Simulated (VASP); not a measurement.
Write the native input for VASP 6.6.1 that does the following.

```yaml
Task: single point
Functional: r2SCAN
Potentials_or_basis: VASP PAW PBE potentials, release 64 (Rb_sv)
Cutoff: 520 eV
k_mesh: 4 × 4 × 4
Occupations: gaussian, width 0.05 eV
Spin: no spin polarisation
Dipole_correction: no
Further_INCAR_settings: ALGO = Normal; EDIFF = 1e-06; NBANDS = 16
```

The system is Rb.

```
CELL_PARAMETERS angstrom
0.00000 5.07898 5.07898
5.07898 0.00000 5.07898
5.07898 5.07898 0.00000
ATOMIC_POSITIONS crystal
Rb 0.00000 0.00000 0.00000
Rb 0.25000 0.25000 0.25000
```

This isn't the form of Rb at room conditions, which is bcc.

One way to write it, as run:

POSCAR

```
Rb
1.0
    0.0000000000      5.0789798572      5.0789798572
    5.0789798572      0.0000000000      5.0789798572
    5.0789798572      5.0789798572      0.0000000000
Rb
2
Direct
    0.0000000000      0.0000000000      0.0000000000
    0.2500000000      0.2500000000      0.2500000000
```

INCAR.step1

```
SYSTEM = Rb
PREC = Accurate
ENCUT = 520
ISMEAR = 0
SIGMA = 0.05
LREAL = .FALSE.
LASPH = .TRUE.
NELM = 60
NBANDS = 16
GGA = PE
ALGO = Normal
EDIFF = 1E-4
LWAVE = .TRUE.
LCHARG = .FALSE.
```

INCAR.step2

```
SYSTEM = Rb
PREC = Accurate
ENCUT = 520
EDIFF = 1E-6
ISMEAR = 0
SIGMA = 0.05
LREAL = .FALSE.
LASPH = .TRUE.
NELM = 60
ALGO = Normal
ISIF = 2
LWAVE = .FALSE.
LCHARG = .FALSE.
METAGGA = R2SCAN
LMIXTAU = .TRUE.
NBANDS = 16
ISTART = 1
```

KPOINTS

```
regular mesh
0
G
  4 4 4
  0 0 0
```

Potentials or basis: VASP PAW PBE potentials, release 64 (Rb_sv).

Launch:

```console
$ cat potpaw_PBE.64/Rb_sv/POTCAR > POTCAR
$ cp INCAR.step1 INCAR
$ mpirun -np 1 vasp_std > vasp.out
$ cp INCAR.step2 INCAR
$ mpirun -np 1 vasp_std > vasp.out
```

Results of the run:

| Item | Value |
| --- | --- |
| Pressure | 0.0 GPa |
| Band gap on the k mesh | zero (bands 9 and 10 overlap by 0.46 eV) |

Caveat: the PAW data sets were made with another functional, which shifts forces and pressure a little.

It took 2.1 min on 1 thread of AMD EPYC 9R45 96-Core Processor (Zen 5), on a shared host, peak memory 0.38 GiB.
